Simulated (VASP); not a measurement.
# ScGa3N2 (P6/mmm) in VASP: further runs, part 2 of 2

VASP 6.6.1.

## (3) Relaxation of cell and atoms, PBE

This run uses another cell than the first one, of 15.74 Å³/atom, 1.173 times its volume.

File INCAR:

```
PREC     = Accurate       # precision mode
ENCUT    = 600            # plane-wave cutoff, eV
EDIFF    = 1E-7           # SCF threshold, eV
ISMEAR   = 0              # smearing method
SIGMA    = 0.1            # smearing width, eV
LREAL    = False          # projectors in reciprocal space
LASPH    = True           # aspherical terms in the spheres
NELM     = 100            # most SCF steps
ALGO     = Normal         # electronic algorithm
ISIF     = 3              # what is computed and relaxed
LWAVE    = False          # write WAVECAR
LCHARG   = False          # write CHGCAR
GGA      = PE             # functional
IBRION   = 2              # ionic algorithm
NSW      = 90             # ionic steps
EDIFFG   = -0.04          # ionic threshold
```

File KPOINTS:

```
regular mesh
0
Gamma
  6 6 4
```

File POSCAR:

```
ScGa3N2
1.0
    5.1918662700      0.0000000000      0.0000000000
   -2.5959331400      4.4962880900      0.0000000000
    0.0000000000      0.0000000000      4.0450106600
Sc Ga N
1 3 2
Direct
    0.0000000000      0.0000000000      0.0000000000
    0.5000000000      0.0000000000      0.5000000000
    0.0000000000      0.5000000000      0.5000000000
    0.5000000000      0.5000000000      0.5000000000
    0.3333333300      0.6666666700      0.0000000000
    0.6666666700      0.3333333300      0.0000000000
```

Potentials or basis: VASP PAW PBE potentials, release 64 (Sc_sv, Ga_d, N).

Command:

```console
> cat potpaw_PBE.64/Sc_sv/POTCAR potpaw_PBE.64/Ga_d/POTCAR potpaw_PBE.64/N/POTCAR > POTCAR
> mpirun -np 1 vasp_std > vasp.out
```

OUTCAR:

```text
PREC = Accurate
   ENCUT = 600
   EDIFF = 1E-7
   ISMEAR = 0
   LREAL = False
   LASPH = True
   NELM = 100
   ISIF = 3
   GGA = PE
   IBRION = 2
   NSW = 90
   EDIFFG = -0.04

 ion  position               nearest neighbor table
   1  0.000  0.000  0.000-
   2  0.500  0.000  0.500-   3 2.60   3 2.60   4 2.60   4 2.60
   3  0.000  0.500  0.500-   4 2.60   4 2.60   2 2.60   2 2.60
   4  0.500  0.500  0.500-   3 2.60   3 2.60   2 2.60   2 2.60
   5  0.333  0.667  0.000-
   6  0.667  0.333  0.000-

  LATTYP: Found a hexagonal cell.
 ALAT       =     5.1918662700
 C/A-ratio  =     0.7791053255

  Lattice vectors:

 A1 = (   5.1918662700,   0.0000000000,   0.0000000000)
 A2 = (  -2.5959331400,   4.4962880900,   0.0000000000)
 A3 = (   0.0000000000,   0.0000000000,   4.0450106600)

Analysis of symmetry for initial positions (statically):
=====================================================================
 Subroutine PRICEL returns:
 Original cell was already a primitive cell.

 Routine SETGRP: Setting up the symmetry group for a
 hexagonal supercell.

 Subroutine GETGRP returns: Found 24 space group operations
 (whereof 24 operations were pure point group operations)
 out of a pool of 24 trial point group operations.

The static configuration has the point symmetry D_6h.

Analysis of symmetry for dynamics (positions and initial velocities):
=====================================================================
 Subroutine PRICEL returns:
 Original cell was already a primitive cell.

 Routine SETGRP: Setting up the symmetry group for a
 hexagonal supercell.

 Subroutine GETGRP returns: Found 24 space group operations
 (whereof 24 operations were pure point group operations)
 out of a pool of 24 trial point group operations.

The dynamic configuration has the point symmetry D_6h.

 Subroutine INISYM returns: Found 24 space group operations
 (whereof 24 operations are pure point group operations),
 and found     1 'primitive' translations

----------------------------------------------------------------------------------------

                                     Primitive cell

  volume of cell :      94.4272

  direct lattice vectors                    reciprocal lattice vectors
     5.191866270  0.000000000  0.000000000     0.192608967  0.111202839  0.000000000
    -2.595933140  4.496288090  0.000000000     0.000000000  0.222405678  0.000000000
     0.000000000  0.000000000  4.045010660     0.000000000  0.000000000  0.247218137

  length of vectors
     5.191866270  5.191866279  4.045010660     0.222405678  0.222405678  0.247218137

  position of ions in fractional coordinates (direct lattice)
     0.000000000  0.000000000  0.000000000
     0.500000000  0.000000000  0.500000000
     0.000000000  0.500000000  0.500000000
     0.500000000  0.500000000  0.500000000
     0.333333330  0.666666670  0.000000000
     0.666666670  0.333333330  0.000000000

  ion indices of the primitive-cell ions
   primitive index   ion index
                 1           1
                 2           2
                 3           3
                 4           4
                 5           5
                 6           6

----------------------------------------------------------------------------------------

 KPOINTS: regular mesh

Automatic generation of k-mesh.
 Grid dimensions read from file:
 generate k-points for:    6    6    4

 Generating k-lattice:

  Cartesian coordinates                     Fractional coordinates (reciprocal lattice)
     0.032101495  0.018533807  0.000000000     0.166666667  0.000000000  0.000000000
     0.000000000  0.037067613  0.000000000     0.000000000  0.166666667  0.000000000
     0.000000000  0.000000000  0.061804534     0.000000000  0.000000000  0.250000000

  Length of vectors
     0.037067613  0.037067613  0.061804534

  Shift w.r.t. Gamma in fractional coordinates (k-lattice)
     0.000000000  0.000000000  0.000000000

 Subroutine IBZKPT returns following result:
 ===========================================

 Found     21 irreducible k-points:

 Following reciprocal coordinates:
            Coordinates               Weight
  0.000000  0.000000  0.000000      1.000000
  0.166667  0.000000  0.000000      6.000000
  0.333333 -0.000000  0.000000      6.000000
  0.500000 -0.000000  0.000000      3.000000
  0.166667  0.166667  0.000000      6.000000
  0.333333  0.166667  0.000000     12.000000
[... 13 lines left out ...]
  0.333333  0.166667  0.500000     12.000000
  0.333333  0.333333  0.500000      2.000000
   k-points           NKPTS =     21   k-points in BZ     NKDIM =     21   number of bands    NBANDS=     36
   number of dos      NEDOS =    301   number of ions     NIONS =      6
   total plane-waves  NPLWV =  56448
   dimension x,y,z NGX =    42 NGY =   42 NGZ =   32
   dimension x,y,z NGXF=    84 NGYF=   84 NGZF=   64
   ions per type =               1   3   2
   NGX,Y,Z   is equivalent  to a cutoff of  13.45, 13.45, 13.15 a.u.
   NGXF,Y,Z  is equivalent  to a cutoff of  26.90, 26.90, 26.30 a.u.
 SYSTEM =  unknown system
   PREC   = accura    normal or accurate (medium, high low for compatibility)
   ISTART =      0    job   : 0-new  1-cont  2-samecut
   ICHARG =      2    charge: 1-file 2-atom 10-const
   ISPIN  =      1    spin polarized calculation?
   LNONCOLLINEAR =      F non collinear calculations
   LSORBIT =      F    spin-orbit coupling
   LASPH  =      T    aspherical Exc in radial PAW
   ENCUT  =  600.0 eV  44.10 Ry    6.64 a.u.  10.37 10.37  8.08*2*pi/ulx,y,z
   NELM   =    100;   NELMIN=  2; NELMDL= -5     # of ELM steps
   EDIFF  = 0.1E-06   stopping-criterion for ELM
   LREAL  =      F    real-space projection
   EDIFFG = -.4E-01   stopping-criterion for IOM
   NSW    =     90    number of steps for IOM
   IBRION =      2    ionic relax: 0-MD 1-quasi-New 2-CG
   NFREE  =      1    steps in history (QN), initial steepest desc. (CG)
   ISIF   =      3    stress and relaxation
   ISYM   =      2    0-nonsym 1-usesym 2-fastsym
   POTIM  = 0.5000    time-step for ionic-motion
   TEBEG  =    0.0;   TEEND  =   0.0 temperature during run
   PSTRESS=    0.0 pullay stress
   NELECT =      60.0000    total number of electrons
   NUPDOWN=      -1.0000    fix difference up-down
   EMIN   =  10.00;   EMAX   =-10.00  energy-range for DOS
   EFERMI =   0.00;   METHOD = LEGACY
   ISMEAR =     0;   SIGMA  =   0.10  broadening in eV -4-tet -1-fermi 0-gaus
   EFERMI_NEDOS =   21; number of points for ismear=-14 and -15
   IALGO  =     38    algorithm
   IMIX   =      4    mixing-type and parameters
     AMIX     =   0.40;   BMIX     =  1.00
     AMIX_MAG =   1.60;   BMIX_MAG =  1.00
  volume/ion in A,a.u.               =      15.74       106.20
  Fermi-wavevector in a.u.,A,eV,Ry     =   1.407428  2.659653 26.951144  1.980853
  Thomas-Fermi vector in A             =   2.529688
   LORBIT       =      0    0 simple, 1 ext, 2 COOP (PROOUT), +10 PAW based schemes
   GGA     = PE    functional components
   LHFCALC =     F    Hartree Fock is set to
   AEXX    =    0.0000 exact exchange contribution
   IVDW    =     0    specifies the selected vdW correction
   LEPSILON=     F    determine dielectric tensor
   LRPA    =     F    only Hartree local field effects (RPA)
 conjugate gradient relaxation of ions
 non-spin polarized calculation
 Gauss-broadening in eV      SIGMA  =   0.10
  energy-cutoff  :      600.00
  volume of cell :       94.43
 maximum number of plane-waves:      3168
 NGX is ok and might be reduce to    42
   NGX = 21   NGY = 21   NGZ = 17

--------------------------------------- Ionic step        1  -------------------------------------------

 number of electron      60.0000058 magnetization

 Free energy of the ion-electron system (eV)
  ---------------------------------------------------
  ext. energy  EPLUGINS =         0.00000000
  ---------------------------------------------------
  free energy    TOTEN  =       -28.43954827 eV

  energy without entropy =      -28.43627066  energy(sigma->0) =      -28.43790946

------------------------ aborting loop because EDIFF is reached ----------------------------------------

  FORCE on cell =-STRESS in cart. coord.  units (eV):
  Direction    XX          YY          ZZ          XY          YZ          ZX
  --------------------------------------------------------------------------------------
  -------------------------------------------------------------------------------------
  Total       -4.5206646     -4.5206646    -13.7386871      0.0000000      0.0000000     -0.0000000
  in kB      -76.7035692    -76.7035694   -233.1087188      0.0000001      0.0000000     -0.0000000
  external PRESSURE =    -128.8386192 kB  Pullay stress =       0.0000000 kB
[... 265 lines left out ...]
  energy  without entropy=      -29.8398172687  energy(sigma->0) =      -29.84126932

--------------------------------------- Ionic step        8  -------------------------------------------

 number of electron      59.9999976 magnetization

 Free energy of the ion-electron system (eV)
  ---------------------------------------------------
  ext. energy  EPLUGINS =         0.00000000
  ---------------------------------------------------
  free energy    TOTEN  =       -29.84994063 eV

  energy without entropy =      -29.84713411  energy(sigma->0) =      -29.84853737

 E-fermi :   7.0720     XC(G=0): -11.7236

 val. band max:        6.9626331556   @ k =   0.5000  -0.0000   0.2500
 cond. band min:       7.1339660726   @ k =   0.5000  -0.0000   0.2500
 fundamental gap:      0.1713329170
 Fermi energy:         7.0720235150

 k-point     1 :       0.0000    0.0000    0.0000
  band No.  band energies     occupation
      1     -43.2991      2.00000
      2     -22.0346      2.00000
      3     -22.0346      2.00000
      4     -21.6066      2.00000
      5      -9.9242      2.00000
      6      -8.5680      2.00000
[... 841 lines left out ...]
  FREE ENERGIE OF THE ION-ELECTRON SYSTEM (eV)
  ---------------------------------------------------
  free  energy   TOTEN  =       -29.8499406345 eV

  energy  without entropy=      -29.8471341098  energy(sigma->0) =      -29.84853737

 reached required accuracy - stopping structural energy minimisation
```

It took 14 min on 1 thread of AMD EPYC 7R13, shared host; peak memory 0.26 GiB.

Results:

```yaml
Free_energy: -29.8499 eV
Relaxed_volume: 13.46 Å³/atom
Relaxed_cell: a = 5.327 Å, b = 5.327 Å, c = 3.287 Å, α = 90.00°, β = 90.00°, γ = 120.00°
Space_group_after_relaxing_to_0.05_Å: P6/mmm (No. 191)
Energy_gained_by_relaxing: 235.1 meV/atom
Ionic_steps: 8
Pressure_after_relaxing: 0.0 GPa
Band_gap_on_the_k_mesh: zero (band 30 reaches 7.96 eV, above the bottom of band 31 at 4.81 eV)
```

Stress tensor (GPa, compression positive):
```
-0.11  0.00  0.00
 0.00 -0.11  0.00
 0.00  0.00  0.14
```

The path:
| step | energy change (eV) | largest force (eV/Å) | pressure (GPa) | volume (Å³) |
| --- | --- | --- | --- | --- |
| 1 | 0.0000 | 0.0000 | -12.88 | 94.43 |
| 2 | -1.1100 | 0.0000 | 2.96 | 78.00 |
| 3 | -1.1114 | 0.0000 | 3.56 | 77.66 |
| 4 | -1.3234 | 0.0000 | 2.42 | 78.54 |
| 5 | -1.4002 | 0.0000 | 2.08 | 79.26 |
| 6 | -1.4008 | 0.0000 | 2.16 | 79.38 |
| 7 | -1.4032 | 0.0000 | -1.79 | 82.02 |
| 8 | -1.4104 | 0.0000 | -0.03 | 80.78 |

Final structure:
```yaml
crystal:
  lattice:
    - [5.32712, 0.00000, 0.00000]
    - [-2.66356, 4.61342, 0.00000]
    - [0.00000, 0.00000, 3.28694]
  atoms:
    - { symbol: Sc, position: [0.00000, 0.00000, 0.00000] }
    - { symbol: Ga, position: [0.50000, 0.00000, 0.50000] }
    - { symbol: Ga, position: [0.00000, 0.50000, 0.50000] }
    - { symbol: Ga, position: [0.50000, 0.50000, 0.50000] }
    - { symbol: N, position: [0.33333, 0.66667, 0.00000] }
    - { symbol: N, position: [0.66667, 0.33333, 0.00000] }
```

Levels at points of the mesh, in eV from the Fermi level:
```tsv
k point	band 27	band 28	band 29	band 30	band 31	band 32	band 33	band 34
(0.00, 0.00, 0.00)	-4.37	-2.22	0.09	0.89	0.92	0.92	1.66	1.66
(0.50, 0.00, 0.00)	-3.02	-2.09	-1.86	-1.57	0.98	1.01	1.21	1.64
(0.00, 0.00, 0.50)	-2.65	-2.37	-2.37	-2.26	-2.26	0.41	0.48	1.85
(0.50, 0.00, 0.50)	-3.40	-3.09	-2.19	-0.66	0.89	1.37	1.60	2.36
```

Caveat: the k points lie up to 0.48 Å⁻¹ apart in the final cell.

## (4) Single point, PBE

This run uses another cell than the first one, of 13.58 Å³/atom, 1.012 times its volume.

File INCAR:

```
PREC = Accurate
ENCUT = 520
EDIFF = 1E-7
ISMEAR = 0
SIGMA = 0.1
LREAL = False
LASPH = True
NELM = 100
ALGO = Normal
ISIF = 2
LWAVE = False
LCHARG = True
GGA = PE
LELF = True
LVHAR = True
NBANDS = 39
```

File KPOINTS:

```
regular mesh
0
Gamma
  12 12 12
```

File POSCAR:

```
ScGa3N2
1.0
    5.4257431355      0.0000000000      0.0000000000
   -2.7128715677      4.6988313897      0.0000000000
    0.0000000000      0.0000000000      3.1953000383
Sc Ga N
1 3 2
Direct
    0.0000000000      0.0000000000      0.0000000000
    0.5000000000      0.0000000000      0.5000000000
    0.0000000000      0.5000000000      0.5000000000
    0.5000000000      0.5000000000      0.5000000000
    0.3333333333      0.6666666667      0.0000000000
    0.6666666667      0.3333333333      0.0000000000
```

Command:

```console
> cat potpaw_PBE.64/Sc_sv/POTCAR potpaw_PBE.64/Ga_d/POTCAR potpaw_PBE.64/N/POTCAR > POTCAR
> mpirun -np 1 vasp_std > vasp.out
```

Run time: 11 min. Hardware: 1 thread of AMD EPYC 7R13, shared host; peak memory 0.43 GiB.

It converged, with:

```yaml
Free_energy: -29.7781 eV
Pressure: 0.3 GPa
Band_gap_on_the_k_mesh: zero (band 30 reaches 7.76 eV, above the bottom of band 31 at 4.72 eV)
```

Stress tensor (GPa, compression positive):
```
0.29 0.00 0.00
0.00 0.29 0.00
0.00 0.00 0.46
```

Levels at points of the mesh, in eV from the Fermi level:
```
           k point  band 28  band 29  band 30  band 31  band 32  band 33
(0.00, 0.00, 0.00)    -2.04     0.08     0.85     0.85     1.60     1.65
(0.50, 0.00, 0.00)    -2.09    -1.64    -1.30     0.91     0.95     1.24
(0.00, 0.00, 0.50)    -2.39    -2.39    -2.19    -2.19     0.41     0.54
(0.50, 0.00, 0.50)    -3.16    -2.20    -0.67     1.01     1.31     1.67
```

## (5) Overview

```csv
task,cell,k mesh,cutoff (eV),gap on the mesh (eV),pressure (GPa),relaxed volume (Å³/atom)
relaxation of cell and atoms,"relaxed from a = 5.311, b = 5.311, c = 3.296 Å, angles 90.0, 90.0, 120.0°, 6 atoms",6 × 6 × 6,600,none,0.2,13.59
relaxation of cell and atoms,"relaxed from a = 5.192, b = 5.192, c = 4.045 Å, angles 90.0, 90.0, 120.0°, 6 atoms",6 × 6 × 4,600,none,0.0,13.46
single point,"a = 5.426, b = 5.426, c = 3.195 Å, angles 90.0, 90.0, 120.0°, 6 atoms",12 × 12 × 12,520,none,0.3,-
```

Alike in all rows: level PBE; potentials or basis VASP PAW PBE potentials, release 64 (Sc_sv, Ga_d, N); no spin polarisation; smearing gaussian 0.1 eV.

Caveats: some runs use coarse meshes.

Total energies depend on the potentials used, so only differences within one code and one set of settings carry meaning.
